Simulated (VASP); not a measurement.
Here is a VASP 6.6.1 calculation.

File POSCAR:

```
MgTe
1.0
    4.6095885353      0.0000000000      0.0000000000
   -2.3047942677      3.9920207726      0.0000000000
    0.0000000000      0.0000000000      7.4972697268
Mg Te
2 2
Direct
    0.3333333333      0.6666666667     -0.0032878027
    0.6666666667      0.3333333333      0.4967121973
    0.3333333333      0.6666666667      0.3732878027
    0.6666666667      0.3333333333      0.8732878027
```

INCAR.step1

```
  PREC = Accurate
  ENCUT = 520
  EDIFF = 1E-5
  ISMEAR = 0
  SIGMA = 0.02
  LREAL = False
  LASPH = True
  NELM = 120
  ALGO = Normal
  ISIF = 2
  LWAVE = True
  NBANDS = 16
  GGA = PE
  GGA_COMPAT = False
  KPAR = 4
```

The input INCAR.step2:

```
  PREC = Accurate
  ENCUT = 520
  EDIFF = 1E-6
  ISMEAR = 0
  SIGMA = 0.02
  LREAL = False
  LASPH = True
  NELM = 120
  ALGO = Normal
  ISIF = 2
  LWAVE = False
  LCHARG = True
  GGA = PE
  LHFCALC = True
  HFSCREEN = 0.2079
  PRECFOCK = Normal
  LVHAR = True
  NBANDS = 16
  ISTART = 1
  GGA_COMPAT = False
  KPAR = 4
```

File KPOINTS:

```
regular mesh
0
Gamma
  6 6 4
```

Potentials or basis: VASP PAW PBE potentials, release 64 (Mg, Te).

Launch:

```sh
$ cat potpaw_PBE.64/Mg/POTCAR potpaw_PBE.64/Te/POTCAR > POTCAR
$ cp INCAR.step1 INCAR
$ mpirun -np 4 vasp_std > vasp.out
$ cp INCAR.step2 INCAR
$ mpirun -np 4 vasp_std > vasp.out
```

Task: What does it give for the pressure?

Result: -0.9 GPa.

Task: Predict the band gap on the k mesh.

Result: 3.11 eV.

Caveat: the PAW data sets were made with another functional, which shifts forces and pressure a little; spin-orbit coupling is left out, which moves the levels of the heavy elements.
